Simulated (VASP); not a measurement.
Set up this calculation in VASP 6.6.1, as the native input.

| Property | Result |
| --- | --- |
| Task | single point |
| Functional | PBE |
| Potentials or basis | VASP PAW PBE potentials, release 64 (Sc_sv, Ta_pv, F) |
| Cutoff | 520 eV |
| k mesh | 4 × 4 × 6 |
| Occupations | gaussian, width 0.1 eV |
| Spin | no spin polarisation |
| Dipole correction | no |
| Further INCAR settings | ALGO = Normal; EDIFF = 1e-06; NBANDS = 36 |

The structure of Sc2TaF3 lies in POSCAR:

```
Sc2TaF3
1.0
    2.2610594900     -5.0197699000      0.0000000000
    2.2610594900      5.0197699000      0.0000000000
    0.0000000000      0.0000000000      3.5341532400
Sc Ta F
2 1 3
Direct
    0.6562623200      0.3437376800      0.5000000000
    0.3437376800      0.6562623200      0.5000000000
    0.0000000000      0.0000000000      0.0000000000
    0.1478336900      0.8521663100      0.5000000000
    0.8521663100      0.1478336900      0.5000000000
    0.5000000000      0.5000000000      0.0000000000
```

The cell was generated, and may not be a known phase.

These files were run (other wordings do the same):

INCAR

```
SYSTEM = Sc2TaF3
PREC = Accurate
ENCUT = 520
EDIFF = 1E-6
ISMEAR = 0
SIGMA = 0.1
LREAL = .FALSE.
LASPH = .TRUE.
NELM = 100
ALGO = Normal
ISIF = 2
LWAVE = .FALSE.
LCHARG = .FALSE.
GGA = PE
NBANDS = 36
```

KPOINTS

```
regular mesh
0
G
  4 4 6
  0 0 0
```

Potentials or basis: VASP PAW PBE potentials, release 64 (Sc_sv, Ta_pv, F).

Command:

```sh
$ cat potpaw_PBE.64/Sc_sv/POTCAR potpaw_PBE.64/Ta_pv/POTCAR potpaw_PBE.64/F/POTCAR > POTCAR
$ mpirun -np 1 vasp_std > vasp.out
```

It gave:

```yaml
Pressure: 15.0 GPa
Largest_force: 2.153 eV/Å
Band_gap_on_the_k_mesh: zero (bands 27 and 28 overlap by 1.44 eV)
```

Caveat: the k points lie up to 0.38 Å⁻¹ apart, too coarse for converged energies and pressures of a metal; spin-orbit coupling is left out, which moves the levels of the heavy elements; forces of over 1 eV/Å act on the atoms, so gaps and moduli don't describe the material at rest.

It took 71 s on 1 thread of Intel(R) Xeon(R) 6975P-C (Granite Rapids), on a shared host, peak memory 0.25 GiB.
